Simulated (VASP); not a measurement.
# Ta (Im-3m) in VASP: notebook, part 2 of 2

VASP 6.6.1. The steps go on from the part before.

### 4 Single point, PBE

This run uses another cell than the first one, of 18.46 Å³/atom, 1.079 times its volume.

INCAR reads:

```
SYSTEM = Ta
  PREC = Accurate
  ENCUT = 520
  EDIFF = 1E-6
  ISMEAR = -1
  SIGMA = 0.1
  LREAL = .FALSE.
  LASPH = .TRUE.
  NELM = 80
  ALGO = Normal
  ISIF = 2
  LWAVE = .FALSE.
  LCHARG = .FALSE.
  GGA = PE
  NBANDS = 12
```

KPOINTS reads:

```
Automatic mesh
0
G
  12 12 12
  0 0 0
```

POSCAR reads:

```
Ta
1.0
   -1.6649275610      1.6649275610      1.6649275610
    1.6649275610     -1.6649275610      1.6649275610
    1.6649275610      1.6649275610     -1.6649275610
Ta
1
Direct
    0.0000000000      0.0000000000      0.0000000000
```

Potentials or basis: VASP PAW PBE potentials, release 64 (Ta_pv).

The run is started by

```sh
$ cat potpaw_PBE.64/Ta_pv/POTCAR > POTCAR
$ mpirun -np 1 vasp_std > vasp.out
```

OUTCAR:

```text
SYSTEM = Ta
   PREC = Accurate
   ENCUT = 520
   EDIFF = 1E-6
   ISMEAR = -1
   LREAL = .FALSE.
   LASPH = .TRUE.
   NELM = 80
   ISIF = 2
   GGA = PE

 ion  position               nearest neighbor table
   1  0.000  0.000  0.000-

  LATTYP: Found a body centered cubic cell.
 ALAT       =     3.3298551220

  Lattice vectors:

 A1 = (  -1.6649275610,   1.6649275610,   1.6649275610)
 A2 = (   1.6649275610,  -1.6649275610,   1.6649275610)
 A3 = (   1.6649275610,   1.6649275610,  -1.6649275610)

Analysis of symmetry for initial positions (statically):
=====================================================================
 Subroutine PRICEL returns:
 Original cell was already a primitive cell.

 Routine SETGRP: Setting up the symmetry group for a
 body centered cubic supercell.

 Subroutine GETGRP returns: Found 48 space group operations
 (whereof 48 operations were pure point group operations)
 out of a pool of 48 trial point group operations.

The static configuration has the point symmetry O_h .

Analysis of symmetry for dynamics (positions and initial velocities):
=====================================================================
 Subroutine PRICEL returns:
 Original cell was already a primitive cell.

 Routine SETGRP: Setting up the symmetry group for a
 body centered cubic supercell.

 Subroutine GETGRP returns: Found 48 space group operations
 (whereof 48 operations were pure point group operations)
 out of a pool of 48 trial point group operations.

The dynamic configuration has the point symmetry O_h .

 Subroutine INISYM returns: Found 48 space group operations
 (whereof 48 operations are pure point group operations),
 and found     1 'primitive' translations

----------------------------------------------------------------------------------------
[... 114 lines left out ...]
  Thomas-Fermi vector in A             =   2.502740
   LORBIT       =      0    0 simple, 1 ext, 2 COOP (PROOUT), +10 PAW based schemes
   GGA     = PE    functional components
   LHFCALC =     F    Hartree Fock is set to
   AEXX    =    0.0000 exact exchange contribution
   IVDW    =     0    specifies the selected vdW correction
   LEPSILON=     F    determine dielectric tensor
   LRPA    =     F    only Hartree local field effects (RPA)
 non-spin polarized calculation
  energy-cutoff  :      520.00
  volume of cell :       18.46
 maximum number of plane-waves:       531
 NGX is ok and might be reduce to    24
   NGX = 11   NGY = 11   NGZ = 11

 number of electron      11.0000000 magnetization

 Free energy of the ion-electron system (eV)
  ---------------------------------------------------
  ext. energy  EPLUGINS =         0.00000000
  ---------------------------------------------------
  free energy    TOTEN  =       -11.83047310 eV

  energy without entropy =      -11.77976926  energy(sigma->0) =      -11.80512118

 E-fermi :   5.2921     XC(G=0): -12.4918

 val. band max:        5.2730955626   @ k =  -0.1667   0.2500   0.0833
 cond. band min:       5.3546790314   @ k =   0.1667   0.0000   0.0000
 fundamental gap:      0.0815834687
 Fermi energy:         5.2921000893

 k-point     1 :       0.0000    0.0000    0.0000
  band No.  band energies     occupation
      1     -27.8749      2.00000
      2     -27.8749      2.00000
      3     -27.8749      2.00000
      4      -2.5326      2.00000
      5       6.0251      0.00131
      6       6.0251      0.00131
      7       6.0251      0.00131
      8       9.2112      0.00000
      9       9.2112      0.00000
     10      19.9089      0.00000
     11      20.1826      0.00000
     12      20.1826      0.00000
[... 331 lines left out ...]
 k-point    24 :       0.4167    0.0833    0.0833
  band No.  band energies     occupation
      1     -28.8851      2.00000
      2     -28.2755      2.00000
      3     -27.9529      2.00000
      4       1.6246      2.00000
      5       3.7381      2.00000
      6       6.1057      0.00059
      7       9.3244      0.00000
      8      10.1163      0.00000
      9      13.8088      0.00000
     10      15.4907      0.00000
     11      17.7814      0.00000
     12      19.9149      0.00000

 [... further k-points ...]

------------------------ aborting loop because EDIFF is reached ----------------------------------------

  FORCE on cell =-STRESS in cart. coord.  units (eV):
  Direction    XX          YY          ZZ          XY          YZ          ZX
  --------------------------------------------------------------------------------------
  -------------------------------------------------------------------------------------
  Total       -0.1948365     -0.1948365     -0.1948365      0.0000000      0.0000000      0.0000000
  in kB      -16.9096634    -16.9096634    -16.9096634      0.0000000      0.0000000      0.0000000
  external PRESSURE =     -16.9096634 kB  Pullay stress =       0.0000000 kB

 VOLUME and BASIS-vectors are now :
 -----------------------------------------------------------------------------
  energy-cutoff  :      520.00
  volume of cell :       18.46
      direct lattice vectors                 reciprocal lattice vectors
    -1.664927561  1.664927561  1.664927561     0.000000000  0.300313366  0.300313366
     1.664927561 -1.664927561  1.664927561     0.300313366  0.000000000  0.300313366
     1.664927561  1.664927561 -1.664927561     0.300313366  0.300313366  0.000000000

 POSITION                                       TOTAL-FORCE (eV/Angst)
 -----------------------------------------------------------------------------------
      0.00000      0.00000      0.00000         0.000000     -0.000000      0.000000
 -----------------------------------------------------------------------------------
    total drift:                                0.000000      0.000000     -0.000000

  FREE ENERGIE OF THE ION-ELECTRON SYSTEM (eV)
  ---------------------------------------------------
  free  energy   TOTEN  =       -11.8304730998 eV

  energy  without entropy=      -11.7797692555  energy(sigma->0) =      -11.80512118
```

OSZICAR:

```text
N       E                     dE             d eps       ncg     rms          rms(c)
DAV:   1     0.632262277439E+02    0.63226E+02   -0.60336E+03  1728   0.867E+02
DAV:   2    -0.112833380866E+02   -0.74510E+02   -0.72609E+02  1892   0.246E+02
DAV:   3    -0.123065447393E+02   -0.10232E+01   -0.10136E+01  2076   0.279E+01
DAV:   4    -0.123092920770E+02   -0.27473E-02   -0.27472E-02  1888   0.162E+00
DAV:   5    -0.123093020889E+02   -0.10012E-04   -0.10011E-04  2036   0.929E-02    0.129E+01
DAV:   6    -0.119386729673E+02    0.37063E+00   -0.30221E-01  2020   0.592E+00    0.620E+00
DAV:   7    -0.118314616015E+02    0.10721E+00   -0.26423E-01  1960   0.512E+00    0.387E-01
DAV:   8    -0.118305378629E+02    0.92374E-03   -0.69307E-03  1924   0.749E-01    0.172E-01
DAV:   9    -0.118304803122E+02    0.57551E-04   -0.23254E-04  2024   0.158E-01    0.263E-02
DAV:  10    -0.118304728900E+02    0.74222E-05   -0.53301E-06  1916   0.252E-02    0.367E-03
DAV:  11    -0.118304730998E+02   -0.20979E-06   -0.35549E-07  1116   0.671E-03
   1 F= -.11830473E+02 E0= -.11805121E+02  d E =-.507038E-01
```

Run time: 5.2 s. Hardware: 1 thread of Intel Xeon 6975P-C (Granite Rapids), shared host; peak memory 0.14 GiB.

Results:

* Free energy: -11.8305 eV
* Pressure: -1.7 GPa

Caveat: spin-orbit coupling is left out, which moves the levels of the heavy elements.

### 5 Overview

```tsv
cell	gap on the mesh (eV)	pressure (GPa)
a = 2.812 Å, angles 109.5°, 1 atom	none	14.4
a = 2.836 Å, angles 109.5°, 1 atom	none	8.4
a = 2.884 Å, angles 109.5°, 1 atom	none	-1.7
```

Alike in all rows: task single point; level PBE; potentials or basis VASP PAW PBE potentials, release 64 (Ta_pv); no spin polarisation; k mesh 12 × 12 × 12; cutoff (eV) 520; smearing fermi-dirac 0.1 eV.

Caveats: spin-orbit coupling is left out, which moves the levels of the heavy elements.

Total energies depend on the potentials used, so only differences within one code and one set of settings carry meaning.
